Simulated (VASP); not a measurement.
Wanted: the native input for a VASP 6.6.1 run.

| Property | Result |
| --- | --- |
| Task | single point |
| Functional | PBE |
| Potentials or basis | VASP PAW PBE potentials, release 64 (Cd, Bi_d, O) |
| Cutoff | 520 eV |
| k mesh | 8 × 8 × 8 |
| Occupations | gaussian, width 0.1 eV |
| Spin | no spin polarisation |
| Dipole correction | no |
| Further INCAR settings | ALGO = Normal; EDIFF = 1e-06; NBANDS = 34 |

The structure of Cd2BiO2 lies in POSCAR:

```
Cd2BiO2
1.0
    4.9134088312      0.0000000000      0.0000000000
    0.0000000000      4.9134088312      0.0000000000
    0.0000000000      0.0000000000      4.4645011735
Cd Bi O
2 1 2
Direct
    0.5000000000      0.0000000000      0.0000000000
    0.0000000000      0.5000000000      0.0000000000
    0.5000000000      0.5000000000      0.5000000000
    0.5000000000      0.0000000000      0.5000000000
    0.0000000000      0.5000000000      0.5000000000
```

The cell was generated, and may not be a known phase.

The input as run:

INCAR

```
  PREC = Accurate
  ENCUT = 520
  EDIFF = 1E-6
  ISMEAR = 0
  SIGMA = 0.1
  LREAL = False
  LASPH = True
  NELM = 60
  ALGO = Normal
  ISIF = 2
  LWAVE = False
  LCHARG = False
  GGA = PE
  NBANDS = 34
```

KPOINTS

```
Automatic mesh
0
Gamma
  8 8 8
```

Potentials or basis: VASP PAW PBE potentials, release 64 (Cd, Bi_d, O).

Run with:

```console
$ cat potpaw_PBE.64/Cd/POTCAR potpaw_PBE.64/Bi_d/POTCAR potpaw_PBE.64/O/POTCAR > POTCAR
$ mpirun -np 1 vasp_std > vasp.out
```

It gave:

* Pressure: 0.4 GPa
* Band gap on the k mesh: zero (an odd number of electrons rules out a gap without spin polarisation)

Caveat: spin-orbit coupling is left out, which moves the levels of the heavy elements.

Run time: 3.1 min on 1 thread of AMD EPYC 9R45 96-Core Processor (Zen 5), with other jobs on the host, peak memory 0.37 GiB.
